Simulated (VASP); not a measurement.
Write the native input for VASP 6.6.1 that does the following.

```yaml
Task: density of states
Functional: LDA
Potentials_or_basis: VASP PAW LDA potentials, release 64 (Ge_d)
Cutoff: 410 eV
k_mesh: 14 × 14 × 14
Occupations: gaussian, width 0.1 eV
Spin: no spin polarisation
Dipole_correction: no
k_mesh_for_the_DOS: 21 × 21 × 21
Occupations_for_the_DOS: tetrahedron
Further_INCAR_settings: ALGO = Normal; EDIFF = 1e-06
```

Crystal: Ge.

```xyz
2
Lattice="0.0000 2.8109 2.8109 2.8109 0.0000 2.8109 2.8109 2.8109 0.0000" Properties=species:S:1:pos:R:3 pbc="T T T"
Ge    0.0000    0.0000    0.0000
Ge    1.4055    1.4055    1.4055
```

One way to write it, as run:

POSCAR

```
Ge
1.0
    0.0000000000      2.8109399903      2.8109399903
    2.8109399903      0.0000000000      2.8109399903
    2.8109399903      2.8109399903      0.0000000000
Ge
2
Direct
    0.0000000000      0.0000000000      0.0000000000
    0.2500000000      0.2500000000      0.2500000000
```

INCAR.step1

```
  PREC = Accurate
  ENCUT = 410
  EDIFF = 1E-6
  ISMEAR = 0
  SIGMA = 0.1
  LREAL = False
  LASPH = True
  NELM = 120
  ALGO = Normal
  ISIF = 2
  LWAVE = False
  LCHARG = True
  GGA = CA
  NBANDS = 21
  GGA_COMPAT = False
  NEDOS = 2001
  LORBIT = 11
```

KPOINTS.step1

```
regular mesh
0
Gamma
  14 14 14
```

INCAR.step2

```
  PREC = Accurate
  ENCUT = 410
  EDIFF = 1E-6
  ISMEAR = -5
  SIGMA = 0.1
  LREAL = False
  LASPH = True
  NELM = 120
  ALGO = Normal
  ISIF = 2
  LWAVE = False
  LCHARG = False
  GGA = CA
  LORBIT = 11
  NEDOS = 2001
  ICHARG = 11
  GGA_COMPAT = False
```

KPOINTS.step2

```
regular mesh
0
Gamma
  21 21 21
```

Potentials or basis: VASP PAW LDA potentials, release 64 (Ge_d).

The run is started by

```sh
$ cat potpaw_LDA.64/Ge_d/POTCAR > POTCAR
$ cp INCAR.step1 INCAR
$ cp KPOINTS.step1 KPOINTS
$ mpirun -np 1 vasp_std > vasp.out
$ cp INCAR.step2 INCAR
$ cp KPOINTS.step2 KPOINTS
$ mpirun -np 1 vasp_std > vasp.out
```

It gave:

```yaml
Valence_electrons_inside_the_program's_atomic_spheres: Ge 12.45
```

It took 4.2 min on 1 thread of AMD EPYC 7R43 64-Core Processor (Zen 3) (shared host), peak memory 0.2 GiB.
